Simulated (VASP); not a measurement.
# LaPSe4 (F-43m) in VASP: a series of runs

LaPSe4 is run at these levels: PBE; tasks: single point.

All numbers are computed with VASP 6.6.1; they aren't measurements. Logs are shortened: lines on timing, memory, paths and dates and some standing lists are left out, and cuts for length are marked.

## (1) The cell of the first run

It takes space group F-43m (No. 216, cubic). Conventional cell: a = 8.112 Å, b = 8.112 Å, c = 8.112 Å, α = 90.00°, β = 90.00°, γ = 90.00°. Within 4.4 Å of La (site symmetry -43m) lie 12 Se at 3.37 Å and 4 P at 3.51 Å. Within 4.4 Å of P (site symmetry -43m) lie 12 Se at 3.36 Å and 4 La at 3.51 Å. Within 3.7 Å of Se (site symmetry 3m) lie 6 Se at 2.82 to 2.92 Å and 3 P at 3.36 Å and 3 La at 3.37 Å.

## (2) Single point, PBE

The input, INCAR:

```
SYSTEM = LaPSe4
PREC     = Accurate       ! precision mode
ENCUT    = 500            ! plane-wave cutoff, eV
EDIFF    = 1E-6           ! SCF threshold, eV
ISMEAR   = 0              ! smearing method
SIGMA    = 0.15           ! smearing width, eV
LREAL    = .False.        ! projectors in reciprocal space
LASPH    = .True.         ! aspherical terms in the spheres
NELM     = 200            ! most SCF steps
ALGO     = Normal         ! electronic algorithm
ISIF     = 2              ! what is computed and relaxed
LWAVE    = .False.        ! write WAVECAR
LCHARG   = .False.        ! write CHGCAR
GGA      = PE             ! functional
NBANDS   = 29             ! bands
GGA_COMPAT= .False.      
LMAXMIX  = 6              ! l up to which the mixer works
```

The input, KPOINTS:

```
Automatic mesh
0
Gamma
  3 3 3
  0 0 0
```

The input, POSCAR:

```
LaPSe4
1.0
    0.0000000000      4.0561315662      4.0561315662
    4.0561315662      0.0000000000      4.0561315662
    4.0561315662      4.0561315662      0.0000000000
La P Se
1 1 4
Direct
    0.7500000000      0.7500000000      0.7500000000
    0.0000000000      0.0000000000      0.0000000000
    0.3729363865      0.3729363865      0.8811908406
    0.8811908406      0.3729363865      0.3729363865
    0.3729363865      0.3729363865      0.3729363865
    0.3729363865      0.8811908406      0.3729363865
```

Potentials or basis: VASP PAW PBE potentials, release 64 (La, P, Se).

Launch:

```sh
$ cat potpaw_PBE.64/La/POTCAR potpaw_PBE.64/P/POTCAR potpaw_PBE.64/Se/POTCAR > POTCAR
$ mpirun -np 1 vasp_std > vasp.out
```

OUTCAR:

```text
SYSTEM = LaPSe4
   PREC = Accurate
   ENCUT = 500
   EDIFF = 1E-6
   ISMEAR = 0
   LREAL = .False.
   LASPH = .True.
   NELM = 200
   ISIF = 2
   GGA = PE

 ion  position               nearest neighbor table
   1  0.750  0.750  0.750-
   2  0.000  0.000  0.000-
   3  0.373  0.373  0.881-
   4  0.881  0.373  0.373-
   5  0.373  0.373  0.373-
   6  0.373  0.881  0.373-

  LATTYP: Found a face centered cubic cell.
 ALAT       =     8.1122631324

  Lattice vectors:

 A1 = (   0.0000000000,   4.0561315662,   4.0561315662)
 A2 = (   4.0561315662,   0.0000000000,   4.0561315662)
 A3 = (   4.0561315662,   4.0561315662,   0.0000000000)

Analysis of symmetry for initial positions (statically):
=====================================================================
 Subroutine PRICEL returns:
 Original cell was already a primitive cell.

 Routine SETGRP: Setting up the symmetry group for a
 face centered cubic supercell.

 Subroutine GETGRP returns: Found 24 space group operations
 (whereof 24 operations were pure point group operations)
 out of a pool of 48 trial point group operations.

The static configuration has the point symmetry T_d .

Analysis of symmetry for dynamics (positions and initial velocities):
=====================================================================
 Subroutine PRICEL returns:
 Original cell was already a primitive cell.

 Routine SETGRP: Setting up the symmetry group for a
 face centered cubic supercell.

 Subroutine GETGRP returns: Found 24 space group operations
 (whereof 24 operations were pure point group operations)
 out of a pool of 48 trial point group operations.

The dynamic configuration has the point symmetry T_d .

 Subroutine INISYM returns: Found 24 space group operations
 (whereof 24 operations are pure point group operations),
 and found     1 'primitive' translations

----------------------------------------------------------------------------------------

                                     Primitive cell

  volume of cell :     133.4646

  direct lattice vectors                    reciprocal lattice vectors
     0.000000000  4.056131566  4.056131566    -0.123270163  0.123270163  0.123270163
     4.056131566  0.000000000  4.056131566     0.123270163 -0.123270163  0.123270163
     4.056131566  4.056131566  0.000000000     0.123270163  0.123270163 -0.123270163

  length of vectors
     5.736236272  5.736236272  5.736236272     0.213510186  0.213510186  0.213510186

  position of ions in fractional coordinates (direct lattice)
     0.750000000  0.750000000  0.750000000
     0.000000000  0.000000000  0.000000000
     0.372936387  0.372936387  0.881190841
     0.881190841  0.372936387  0.372936387
     0.372936387  0.372936387  0.372936387
     0.372936387  0.881190841  0.372936387

  ion indices of the primitive-cell ions
   primitive index   ion index
                 1           1
                 2           2
                 3           3
                 4           4
                 5           5
                 6           6

----------------------------------------------------------------------------------------

 KPOINTS: Automatic mesh

Automatic generation of k-mesh.
 Grid dimensions read from file:
 generate k-points for:    3    3    3

 Generating k-lattice:

  Cartesian coordinates                     Fractional coordinates (reciprocal lattice)
    -0.041090054  0.041090054  0.041090054     0.333333333  0.000000000  0.000000000
     0.041090054 -0.041090054  0.041090054     0.000000000  0.333333333  0.000000000
     0.041090054  0.041090054 -0.041090054     0.000000000  0.000000000  0.333333333

  Length of vectors
     0.071170062  0.071170062  0.071170062

  Shift w.r.t. Gamma in fractional coordinates (k-lattice)
     0.000000000  0.000000000  0.000000000

 Subroutine IBZKPT returns following result:
 ===========================================

 Found      4 irreducible k-points:

 Following reciprocal coordinates:
            Coordinates               Weight
  0.000000  0.000000  0.000000      1.000000
  0.333333  0.000000  0.000000      8.000000
  0.333333  0.333333  0.000000      6.000000
 -0.333333  0.333333  0.000000     12.000000
   k-points           NKPTS =      4   k-points in BZ     NKDIM =      4   number of bands    NBANDS=     29
   number of dos      NEDOS =    301   number of ions     NIONS =      6
   total plane-waves  NPLWV =  74088
   dimension x,y,z NGX =    42 NGY =   42 NGZ =   42
   dimension x,y,z NGXF=    84 NGYF=   84 NGZF=   84
   ions per type =               1   1   4
   NGX,Y,Z   is equivalent  to a cutoff of  12.17, 12.17, 12.17 a.u.
   NGXF,Y,Z  is equivalent  to a cutoff of  24.34, 24.34, 24.34 a.u.
 SYSTEM =  LaPSe4
   PREC   = accura    normal or accurate (medium, high low for compatibility)
   ISTART =      0    job   : 0-new  1-cont  2-samecut
   ICHARG =      2    charge: 1-file 2-atom 10-const
   ISPIN  =      1    spin polarized calculation?
   LNONCOLLINEAR =      F non collinear calculations
   LSORBIT =      F    spin-orbit coupling
   LASPH  =      T    aspherical Exc in radial PAW
   ENCUT  =  500.0 eV  36.75 Ry    6.06 a.u.  10.46 10.46 10.46*2*pi/ulx,y,z
   NELM   =    200;   NELMIN=  2; NELMDL= -5     # of ELM steps
   EDIFF  = 0.1E-05   stopping-criterion for ELM
   LREAL  =      F    real-space projection
   EDIFFG = 0.1E-04   stopping-criterion for IOM
   NSW    =      0    number of steps for IOM
   IBRION =     -1    ionic relax: 0-MD 1-quasi-New 2-CG
   NFREE  =      0    steps in history (QN), initial steepest desc. (CG)
   ISIF   =      2    stress and relaxation
   ISYM   =      2    0-nonsym 1-usesym 2-fastsym
   POTIM  = 0.5000    time-step for ionic-motion
   TEBEG  =    0.0;   TEEND  =   0.0 temperature during run
   PSTRESS=    0.0 pullay stress
   NELECT =      40.0000    total number of electrons
   NUPDOWN=      -1.0000    fix difference up-down
   EMIN   =  10.00;   EMAX   =-10.00  energy-range for DOS
   EFERMI =   0.00;   METHOD = LEGACY
   ISMEAR =     0;   SIGMA  =   0.15  broadening in eV -4-tet -1-fermi 0-gaus
   EFERMI_NEDOS =   21; number of points for ismear=-14 and -15
   IALGO  =     38    algorithm
   IMIX   =      4    mixing-type and parameters
     AMIX     =   0.40;   BMIX     =  1.00
     AMIX_MAG =   1.60;   BMIX_MAG =  1.00
  volume/ion in A,a.u.               =      22.24       150.11
  Fermi-wavevector in a.u.,A,eV,Ry     =   1.095568  2.070324 16.330664  1.200270
  Thomas-Fermi vector in A             =   2.231894
   LORBIT       =      0    0 simple, 1 ext, 2 COOP (PROOUT), +10 PAW based schemes
   GGA     = PE    functional components
   LHFCALC =     F    Hartree Fock is set to
   AEXX    =    0.0000 exact exchange contribution
   IVDW    =     0    specifies the selected vdW correction
   LEPSILON=     F    determine dielectric tensor
   LRPA    =     F    only Hartree local field effects (RPA)
 non-spin polarized calculation
 Gauss-broadening in eV      SIGMA  =   0.15
  energy-cutoff  :      500.00
  volume of cell :      133.46
 maximum number of plane-waves:      3399
 NGX is ok and might be reduce to    42
   NGX = 21   NGY = 21   NGZ = 21

 number of electron      40.0000001 magnetization

 Free energy of the ion-electron system (eV)
  ---------------------------------------------------
  ext. energy  EPLUGINS =         0.00000000
  ---------------------------------------------------
  free energy    TOTEN  =       -24.65206385 eV

  energy without entropy =      -24.54930164  energy(sigma->0) =      -24.60068275

 E-fermi :   6.4753     XC(G=0): -10.3529

 val. band max:        6.4231727486   @ k =   0.3333   0.3333   0.0000
 cond. band min:       6.5240250840   @ k =   0.3333   0.3333   0.0000
 fundamental gap:      0.1008523354
 Fermi energy:         6.4753294875

 k-point     1 :       0.0000    0.0000    0.0000
  band No.  band energies     occupation
      1     -26.3244      2.00000
      2     -10.0506      2.00000
      3     -10.0506      2.00000
      4     -10.0506      2.00000
      5      -9.2042      2.00000
      6      -5.5791      2.00000
      7      -5.5791      2.00000
      8      -5.5791      2.00000
      9      -2.4839      2.00000
     10      -1.0178      2.00000
     11       0.9892      2.00000
     12       0.9892      2.00000
     13       0.9892      2.00000
     14       2.2051      2.00000
     15       2.2051      2.00000
     16       5.6767      2.00000
     17       5.6767      2.00000
     18       5.6767      2.00000
     19       7.5236      0.00000
     20       7.5236      0.00000
     21       7.5236      0.00000
     22       8.5598      0.00000
     23       8.5598      0.00000
     24       8.5598      0.00000
     25       8.6021      0.00000
     26       8.8335      0.00000
     27       8.8335      0.00000
     28       8.8335      0.00000
     29       9.3253      0.00000

 k-point     2 :       0.3333    0.0000    0.0000
  band No.  band energies     occupation
      1     -26.3234      2.00000
      2     -10.2780      2.00000
      3     -10.0574      2.00000
      4     -10.0574      2.00000
      5      -8.5227      2.00000
      6      -6.6483      2.00000
      7      -5.6519      2.00000
      8      -5.6519      2.00000
      9      -2.6875      2.00000
     10       0.0962      2.00000
     11       1.4038      2.00000
     12       1.4038      2.00000
     13       2.4609      2.00000
     14       2.8789      2.00000
     15       2.8789      2.00000
     16       5.0152      2.00000
     17       5.0152      2.00000
     18       5.1160      2.00000
     19       6.3736      1.66252
     20       6.6919      0.04120
     21       6.6919      0.04120
     22       7.6427      0.00000
     23       8.4853      0.00000
     24       8.4853      0.00000
     25       8.5400      0.00000
     26       8.6197      0.00000
     27       8.6525      0.00000
     28       8.6535      0.00000
     29       8.7343      0.00000

 k-point     3 :       0.3333    0.3333    0.0000
  band No.  band energies     occupation
      1     -26.3230      2.00000
      2     -10.2308      2.00000
      3     -10.0873      2.00000
      4     -10.0873      2.00000
      5      -8.4103      2.00000
      6      -6.9039      2.00000
      7      -5.6385      2.00000
      8      -5.6385      2.00000
      9      -2.8694      2.00000
     10       0.6653      2.00000
     11       1.6025      2.00000
     12       2.3169      2.00000
     13       2.3169      2.00000
     14       2.5962      2.00000
     15       3.0421      2.00000
     16       4.8899      2.00000
     17       4.8899      2.00000
     18       5.5214      2.00000
     19       5.7880      2.00000
     20       6.4232      1.37710
     21       6.5240      0.64616
     22       6.5240      0.64616
     23       8.3710      0.00000
     24       8.3710      0.00000
     25       8.5317      0.00000
     26       8.5686      0.00000
     27       8.5687      0.00000
     28       8.6965      0.00000
     29       8.7494      0.00000

 k-point     4 :      -0.3333    0.3333    0.0000
  band No.  band energies     occupation
      1     -26.3227      2.00000
      2     -10.2405      2.00000
      3     -10.1454      2.00000
      4     -10.0762      2.00000
      5      -8.0180      2.00000
      6      -7.2978      2.00000
      7      -5.8034      2.00000
      8      -5.6768      2.00000
      9      -2.7571      2.00000
     10       0.8768      2.00000
     11       2.0770      2.00000
     12       2.1983      2.00000
     13       2.4439      2.00000
     14       3.0302      2.00000
     15       3.2950      2.00000
     16       4.9405      2.00000
     17       5.0496      2.00000
     18       5.2070      2.00000
     19       5.8547      2.00000
     20       5.9224      2.00000
     21       6.4037      1.50058
     22       6.8133      0.00144
     23       7.3415      0.00000
     24       8.3096      0.00000
     25       8.5048      0.00000
     26       8.5174      0.00000
     27       8.5437      0.00000
     28       8.5994      0.00000
     29       8.6843      0.00000

------------------------ aborting loop because EDIFF is reached ----------------------------------------

  FORCE on cell =-STRESS in cart. coord.  units (eV):
  Direction    XX          YY          ZZ          XY          YZ          ZX
  --------------------------------------------------------------------------------------
  -------------------------------------------------------------------------------------
  Total        0.2503168      0.2503168      0.2503168     -0.0000000     -0.0000000     -0.0000000
  in kB        3.0049314      3.0049314      3.0049314     -0.0000000     -0.0000000     -0.0000000
  external PRESSURE =       3.0049314 kB  Pullay stress =       0.0000000 kB

 VOLUME and BASIS-vectors are now :
 -----------------------------------------------------------------------------
  energy-cutoff  :      500.00
  volume of cell :      133.46
      direct lattice vectors                 reciprocal lattice vectors
     0.000000000  4.056131566  4.056131566    -0.123270163  0.123270163  0.123270163
     4.056131566  0.000000000  4.056131566     0.123270163 -0.123270163  0.123270163
     4.056131566  4.056131566  0.000000000     0.123270163  0.123270163 -0.123270163

 POSITION                                       TOTAL-FORCE (eV/Angst)
 -----------------------------------------------------------------------------------
      6.08420      6.08420      6.08420         0.000000     -0.000000      0.000000
      0.00000      0.00000      0.00000         0.000000      0.000000      0.000000
      5.08691      5.08691      3.02536        -0.018954     -0.018954      0.018954
      3.02536      5.08691      5.08691         0.018954     -0.018954     -0.018954
      3.02536      3.02536      3.02536         0.018954      0.018954      0.018954
      5.08691      3.02536      5.08691        -0.018954      0.018954     -0.018954
 -----------------------------------------------------------------------------------
    total drift:                               -0.000001     -0.000001     -0.000001

  FREE ENERGIE OF THE ION-ELECTRON SYSTEM (eV)
  ---------------------------------------------------
  free  energy   TOTEN  =       -24.6520638534 eV

  energy  without entropy=      -24.5493016380  energy(sigma->0) =      -24.60068275
```

Wall time 26 s (1 thread of Intel Xeon 6975P-C (Granite Rapids), shared host); peak memory 0.26 GiB.

Results:

* Free energy: -24.6521 eV
* Pressure: 0.3 GPa
* Largest force: 0.033 eV/Å
* Band gap on the k mesh: zero (band 20 reaches 7.52 eV, above the bottom of band 21 at 6.40 eV)

Forces on the atoms (eV/Å):
```
La   0.000  0.000  0.000
P    0.000  0.000  0.000
Se  -0.019 -0.019  0.019
Se   0.019 -0.019 -0.019
Se   0.019  0.019  0.019
Se  -0.019  0.019 -0.019
```

Levels at points of the mesh, in eV from the Fermi level:
```tsv
k point	band 15	band 16	band 17	band 18	band 19	band 20	band 21	band 22	band 23	band 24
(0.00, 0.00, 0.00)	-4.27	-0.80	-0.80	-0.80	1.05	1.05	1.05	2.08	2.08	2.08
```

Caveat: the k points lie up to 0.45 Å⁻¹ apart; spin-orbit coupling is left out, which moves the levels of the heavy elements.

## (3) Single point, PBE

This run uses another cell than the first one, of 22.41 Å³/atom, 1.008 times its volume.

The input, INCAR:

```
PREC = Accurate ; ENCUT = 500
EDIFF = 1E-6 ; ISMEAR = 0
SIGMA = 0.15 ; LREAL = F
LASPH = T ; NELM = 200
ALGO = Normal ; ISIF = 2
LWAVE = F ; LCHARG = F
GGA = PE ; NBANDS = 29
GGA_COMPAT = F ; LMAXMIX = 6
```

The input, KPOINTS:

```
regular mesh
0
Gamma
  3 3 3
```

The input, POSCAR:

```
LaPSe4
1.0
    0.0000000000      4.0664485180      4.0664485180
    4.0664485180      0.0000000000      4.0664485180
    4.0664485180      4.0664485180      0.0000000000
La P Se
1 1 4
Direct
    0.0000000000      0.0000000000      0.0000000000
    0.2500000000      0.2500000000      0.2500000000
    0.1306331224      0.6231222925      0.6231222925
    0.6231222925      0.6231222925      0.1306331224
    0.6231222925      0.6231222925      0.6231222925
    0.6231222925      0.1306331224      0.6231222925
```

Potentials or basis: VASP PAW PBE potentials, release 64 (La, P, Se).

Launch:

```sh
$ cat potpaw_PBE.64/La/POTCAR potpaw_PBE.64/P/POTCAR potpaw_PBE.64/Se/POTCAR > POTCAR
$ mpirun -np 1 vasp_std > vasp.out
```

Run time: 23 s. Hardware: 1 thread of Intel Xeon 6975P-C (Granite Rapids), shared host; peak memory 0.25 GiB.

It converged, with:

```yaml
Free_energy: -24.6526 eV
Pressure: -0.2 GPa
Largest_force: 0.010 eV/Å
Band_gap_on_the_k_mesh: zero (band 20 reaches 7.42 eV, above the bottom of band 21 at 6.31 eV)
```

Forces in eV/Å, atoms in the order of the input:
```
La   0.000  0.000  0.000
P    0.000  0.000  0.000
Se  -0.006  0.006  0.006
Se   0.006  0.006 -0.006
Se  -0.006 -0.006 -0.006
Se   0.006 -0.006  0.006
```

Levels at points of the mesh, in eV from the Fermi level:
```tsv
k point	band 15	band 16	band 17	band 18	band 19	band 20	band 21	band 22	band 23	band 24
(0.00, 0.00, 0.00)	-4.23	-0.79	-0.79	-0.79	1.04	1.04	1.04	2.06	2.06	2.06
```

Caveat: the k points lie up to 0.45 Å⁻¹ apart; spin-orbit coupling is left out, which moves the levels of the heavy elements.

(Part 1 of 2 ends here.)
